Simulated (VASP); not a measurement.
Wanted: the native input for a VASP 6.6.1 run.

- Task: single point
- Functional: PBE
- Potentials or basis: VASP PAW PBE potentials, release 64 (Ti_sv, Al)
- Cutoff: 520 eV
- k mesh: 8 × 8 × 8
- Occupations: gaussian, width 0.016 eV
- Spin: no spin polarisation
- Dipole correction: no
- Further INCAR settings: ALGO = Normal; EDIFF = 1e-06; NBANDS = 14

The structure of TiAl lies in POSCAR:

```
TiAl
1.0
    3.1790640000      0.0000000000      0.0000000000
    0.0000000000      3.1790640000      0.0000000000
    0.0000000000      0.0000000000      3.1790640000
Ti Al
1 1
Direct
    0.0000000000      0.0000000000      0.0000000000
    0.5000000000      0.5000000000      0.5000000000
```

One way to write it, as run:

INCAR

```
SYSTEM = TiAl
ALGO     = Normal         ! electronic algorithm
EDIFF    = 1E-6           ! SCF threshold, eV
ENCUT    = 520            ! plane-wave cutoff, eV
GGA      = PE             ! functional
ISIF     = 2              ! what is computed and relaxed
ISMEAR   = 0              ! smearing method
LASPH    = .TRUE.         ! aspherical terms in the spheres
LCHARG   = .TRUE.         ! write CHGCAR
LELF     = .TRUE.         ! ELF
LREAL    = .FALSE.        ! projectors in reciprocal space
LVHAR    = .TRUE.       
LWAVE    = .FALSE.        ! write WAVECAR
NBANDS   = 14             ! bands
NELM     = 100            ! most SCF steps
PREC     = Accurate       ! precision mode
SIGMA    = 0.016          ! smearing width, eV
```

KPOINTS

```
k-points
0
G
  8 8 8
  0 0 0
```

Potentials or basis: VASP PAW PBE potentials, release 64 (Ti_sv, Al).

Run with:

```console
$ cat potpaw_PBE.64/Ti_sv/POTCAR potpaw_PBE.64/Al/POTCAR > POTCAR
$ mpirun -np 1 vasp_std > vasp.out
```

It gave:

```
Pressure : 0.6 GPa
```

It took 6.7 s on 1 thread of Intel Xeon 6975P-C, on a shared host, peak memory 0.14 GiB.
